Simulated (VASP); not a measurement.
Wanted: the native input for a VASP 6.6.1 run.

```yaml
Task: single point
Functional: LDA
Potentials_or_basis: VASP PAW LDA potentials, release 64 (Pb_d)
Cutoff: 520 eV
k_mesh: 16 × 16 × 16
Occupations: gaussian, width 0.15 eV
Spin: no spin polarisation
Dipole_correction: no
Further_INCAR_settings: ALGO = Fast; EDIFF = 1e-06; NBANDS = 13
```

The structure of Pb lies in POSCAR:

```
Pb
1.0
    0.0000000000      2.4698000000      2.4698000000
    2.4698000000      0.0000000000      2.4698000000
    2.4698000000      2.4698000000      0.0000000000
Pb
1
Direct
    0.0000000000      0.0000000000      0.0000000000
```

The input as run:

INCAR

```
ALGO = Fast
EDIFF = 1E-6
ENCUT = 520
ISIF = 2
ISMEAR = 0
LASPH = T
LCHARG = T
LELF = T
LREAL = F
LVHAR = T
LWAVE = F
NBANDS = 13
NELM = 60
PREC = Accurate
SIGMA = 0.15
```

KPOINTS

```
k-points
0
Gamma
  16 16 16
```

Potentials or basis: VASP PAW LDA potentials, release 64 (Pb_d).

Command:

```console
$ cat potpaw_LDA.64/Pb_d/POTCAR > POTCAR
$ mpirun -np 1 vasp_std > vasp.out
```

It gave:

```json
{
 "Pressure": "-1.7 GPa",
 "Band gap on the k mesh": "zero (band 7 reaches 14.48 eV, above the bottom of band 8 at 5.37 eV)"
}
```

Caveat: spin-orbit coupling is left out, which moves the levels of the heavy elements.

It took 86 s on 1 thread of Intel Xeon 8259CL (shared host), peak memory 0.18 GiB.
